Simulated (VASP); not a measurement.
SiC, 4 atoms in the cell. Symmetry: P6_3mc, No. 186, hexagonal system. The conventional cell has a = 3.075 Å, b = 3.075 Å, c = 5.048 Å, α = 90.00°, β = 90.00°, γ = 120.00°. Within 2.5 Å of Si (site symmetry 3m) lie 4 C at 1.88 to 1.90 Å. Within 2.5 Å of C (site symmetry 3m) lie 4 Si at 1.88 to 1.90 Å. 

```yaml
Program: VASP 6.6.1
Task: single point
Functional: HSE06
Potentials_or_basis: VASP PAW PBE potentials, release 64 (Si, C)
Cutoff: 520 eV
k_mesh: 6 × 6 × 4
Occupations: gaussian, width 0.01 eV
Spin: no spin polarisation
Dipole_correction: no
Grid_for_exact_exchange_PRECFOCK: Normal
Further_INCAR_settings: ALGO = Normal; EDIFF = 1e-06; NBANDS = 16
Share_of_exact_exchange: 0.25
Screening_parameter: 0.2079 1/Å
```

Potentials or basis: VASP PAW PBE potentials, release 64 (Si, C).

Command:

```sh
$ cat potpaw_PBE.64/Si/POTCAR potpaw_PBE.64/C/POTCAR > POTCAR
$ cp INCAR.step1 INCAR
$ mpirun -np 1 vasp_std > vasp.out
$ cp INCAR.step2 INCAR
$ mpirun -np 1 vasp_std > vasp.out
```

Hardware: 1 thread of Intel(R) Xeon(R) Platinum 8259CL CPU @ 2.50GHz (Skylake/Cascade Lake), on a shared host.

Question: Estimate the wall time of this run.

Answer: Wall time 28 min on 1 thread of Intel(R) Xeon(R) Platinum 8259CL CPU @ 2.50GHz (Skylake/Cascade Lake), on a shared host, peak memory 0.26 GiB. Counts: k points 21.
